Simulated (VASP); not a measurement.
Sn: single point with PBE

Crystal: Sn.

```xyz
2
Lattice="1.7324 -5.0439 0.0000 1.7324 5.0439 0.0000 -0.1471 0.0000 4.1713" Properties=species:S:1:pos:R:3 pbc="T T T"
Sn    1.6957   -3.7224    1.0428
Sn    1.6221    3.7224    3.1285
```

```json
{"Program": "VASP 6.6.1", "Task": "single point", "Functional": "PBE", "Potentials or basis": "VASP PAW PBE potentials, release 64 (Sn_d)", "Cutoff": "520 eV", "k mesh": "6 × 6 × 4", "Occupations": "gaussian, width 0.1 eV", "Spin": "no spin polarisation"}
```

```
Pressure               : -6.1 GPa
Largest force          : 0.137 eV/Å
Band gap on the k mesh : zero (band 14 reaches 6.44 eV, above the bottom of band 15 at 4.15 eV)
```

Forces in eV/Å, atoms in the order of the input:
```
Sn   0.000  0.137  0.000
Sn   0.000 -0.137  0.000
```

Stress tensor (GPa, compression positive):
```
-6.49  0.00  0.10
 0.00 -5.58  0.00
 0.10  0.00 -6.25
```

Levels at points of the mesh, in eV from the Fermi level:
```csv
k point,band 12,band 13,band 14,band 15,band 16,band 17
"(0.00, 0.00, 0.00)",-5.08,-2.42,-0.34,3.42,4.30,4.44
"(0.50, 0.00, 0.00)",-5.42,-2.33,-2.04,1.70,2.07,3.68
"(0.50, 0.50, 0.00)",-7.95,1.12,1.30,1.42,1.60,3.13
"(0.00, 0.00, 0.50)",-7.58,-0.32,-0.32,-0.05,-0.05,5.14
"(0.50, 0.00, 0.50)",-5.35,-2.33,-2.17,-0.28,0.02,1.94
"(0.50, 0.50, 0.50)",-7.11,-3.55,-3.55,4.91,4.91,5.34
```

Run time: 52 s on 1 thread of Intel(R) Xeon(R) Platinum 8488C (Sapphire Rapids), on a shared host, peak memory 0.24 GiB.

Caveat: the k points lie up to 0.38 Å⁻¹ apart; spin-orbit coupling is left out, which moves the levels of the heavy elements.
